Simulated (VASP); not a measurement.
Crystal: WC.

```
W C
1.0
     0.00000    2.19268    2.19268
     2.19268    0.00000    2.19268
     2.19268    2.19268    0.00000
W C
1 1
Direct
  0.00000 0.00000 0.00000
  0.50000 0.50000 0.50000
```

Base run:

```yaml
Program: VASP 6.6.1
Functional: r2SCAN
Dispersion: D3(BJ)
Potentials_or_basis: VASP PAW PBE potentials, release 64 (W_sv, C)
Cutoff: 520 eV
k_mesh: 11 × 11 × 11
Occupations: gaussian, width 0.2 eV
Spin: no spin polarisation
```

Its results: band gap on the k mesh zero (band 9 reaches 13.38 eV, above the bottom of band 10 at 10.17 eV); pressure -6.7 GPa.

Task: The run is repeated on the same cell with these changes: occupations from gaussian, width 0.2 eV to gaussian, width 0.5 eV. What comes out?

Result: Band gap on the k mesh zero (band 9 reaches 13.39 eV, above the bottom of band 10 at 10.18 eV); pressure -6.2 GPa.

Caveats: the PAW data sets were made with another functional, which shifts forces and pressure a little; spin-orbit coupling is left out, which moves the levels of the heavy elements; pairwise dispersion overbinds metals, which lowers pressure and volume.
